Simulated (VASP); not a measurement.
## BN (zincblende type): single point with r2SCAN

The system is BN (zincblende type).

```xyz
2
Lattice="0.0000 1.8048 1.8048 1.8048 0.0000 1.8048 1.8048 1.8048 0.0000" Properties=species:S:1:pos:R:3 pbc="T T T"
B     0.0000    0.0000    0.0000
N     0.9024    0.9024    0.9024
```

```yaml
Program: VASP 6.6.1
Task: single point
Functional: r2SCAN
Potentials_or_basis: VASP PAW PBE potentials, release 64 (B_h, N_h)
Cutoff: 1460 eV
k_mesh: 15 × 15 × 15
Occupations: fermi-dirac, width 0.08 eV
Spin: no spin polarisation
Dipole_correction: no
Further_INCAR_settings: ALGO = Normal; EDIFF = 1e-06; NBANDS = 11
```

| Property | Result |
| --- | --- |
| Pressure | -0.4 GPa |
| Band gap on the k mesh | 5.06 eV (least direct gap 9.57 eV) |

Levels at points of the mesh, in eV from the valence-band top:
```tsv
k point	band 2	band 3	band 4	band 5	band 6	band 7
(0.00, 0.00, 0.00)	0.00	0.00	0.00	9.57	9.57	9.57
```

Wall time 74 s on 1 thread of Intel(R) Xeon(R) 6975P-C (Granite Rapids), with other jobs on the host, peak memory 0.21 GiB.

Caveat: the PAW data sets were made with another functional, which shifts forces and pressure a little; an odd mesh through Γ misses points on the zone boundary, where band edges can lie.
